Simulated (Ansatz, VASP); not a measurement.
# InSb3: VASP beside Ansatz

INCAR

```
  PREC = Accurate
  ENCUT = 520
  EDIFF = 1E-6
  ISMEAR = 0
  SIGMA = 0.15
  LREAL = F
  LASPH = T
  NELM = 100
  ALGO = Normal
  ISIF = 2
  LWAVE = F
  LCHARG = T
  GGA = PE
  LELF = T
  LVHAR = T
  NBANDS = 22
```

Contents of KPOINTS:

```
regular mesh
0
Gamma
  10 10 10
```

The input POSCAR:

```
InSb3
1.0
    4.9981078804      0.0000000000      0.0000000000
    0.0000000000      4.9981078804      0.0000000000
    0.0000000000      0.0000000000      4.7037193262
In Sb
1 3
Direct
    0.0000000000      0.0000000000      0.0000000000
    0.5000000000      0.0000000000      0.5000000000
    0.0000000000      0.5000000000      0.5000000000
    0.5000000000      0.5000000000      0.0000000000
```

Input for Ansatz:

```yaml
crystal:
  lattice:
    - [4.9981078804, 0.0, 0.0]
    - [0.0, 4.9981078804, 0.0]
    - [0.0, 0.0, 4.7037193262]
  atoms:
    - { symbol: In, position: [0.0, 0.0, 0.0] }
    - { symbol: Sb, position: [0.5, 0.0, 0.5] }
    - { symbol: Sb, position: [0.0, 0.5, 0.5] }
    - { symbol: Sb, position: [0.5, 0.5, 0.0] }
basis:
  ecutwfc: 420
kpoints:
  mp_grid: { grid: [10, 10, 10] }
hamiltonian:
  xc: pbe
  pseudopotentials: { kind: paw, azcp: { folder: soft_1 } }
scf:
  occupations: { method: gaussian, width: 0.15 }
output:
  forces: true
  stress: true
  eigenvalues: true
```

Alike in both runs: task single point; functional PBE; k mesh 10 × 10 × 10; occupations gaussian, width 0.15 eV; no spin polarisation.

|  | VASP | Ansatz |
| --- | --- | --- |
| version | VASP 6.6.1 | Ansatz 0.2.0 |
| potentials or method | VASP PAW PBE potentials, release 64 (In_d, Sb), cutoff 520 eV | scalar-relativistic, plane waves, PAW |
| valence electrons in the cell | 28 | 58 |

VASP gave:

```
gap on the k mesh at the Fermi level (eV)                     : none
pressure (GPa)                                                : -2.4
traceless stress, the component that is largest in VASP (GPa) : -0.05
```

Question: Which values does Ansatz return?

Answer: gap on the k mesh at the Fermi level (eV): none; pressure (GPa): -2.3; traceless stress, the component that is largest in VASP (GPa): -0.05.

A gap of «none» marks a metal or a gap that the smearing closes. VASP's potentials hold 28 valence electrons a cell and Ansatz's 58, so a difference there can come from the potentials and not from the codes.

Spin-orbit coupling is off throughout.
